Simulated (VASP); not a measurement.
A run of VASP 6.6.1:

File INCAR:

```
SYSTEM = Be3CdS2
ALGO = Normal
EDIFF = 1E-7
EDIFFG = -0.01
ENCUT = 600
GGA = PE
GGA_COMPAT = .FALSE.
IBRION = 2
ISIF = 3
ISMEAR = 0
LASPH = .TRUE.
LCHARG = .FALSE.
LREAL = .FALSE.
LWAVE = .FALSE.
NELM = 120
NELMIN = 4
NSW = 100
PREC = Accurate
SIGMA = 0.1
```

Contents of KPOINTS:

```
k-points
0
G
  8 8 12
  0 0 0
```

The input POSCAR:

```
Be3CdS2
1.0
    3.3573897478     -4.6812884134     -0.6646778791
    3.3573897478      4.6812884134     -0.6646778791
   -0.7837983893      0.0000000000      3.1857151469
Be Cd S
3 1 2
Direct
    0.0000000000      0.5000000000      0.5000000000
    0.5000000000      0.0000000000      0.5000000000
    0.5000000000      0.5000000000      0.5000000000
    0.0000000000      0.0000000000      0.0000000000
    0.6622633160      0.3377366840      0.0000000000
    0.3377366840      0.6622633160      0.0000000000
```

Potentials or basis: VASP PAW PBE potentials, release 64 (Be, Cd, S).

Run with:

```console
$ cat potpaw_PBE.64/Be/POTCAR potpaw_PBE.64/Cd/POTCAR potpaw_PBE.64/S/POTCAR > POTCAR
$ mpirun -np 1 vasp_std > vasp.out
```

Hardware: 1 thread of Oxide Virtual Turin-like Processor, on a shared host.

Problem. How long does it take, and how much memory?

Solution. It took 12 min on 1 thread of Oxide Virtual Turin-like Processor, on a shared host, peak memory 0.6 GiB. Counts: scf iterations 19, k points 222, ion steps 2.
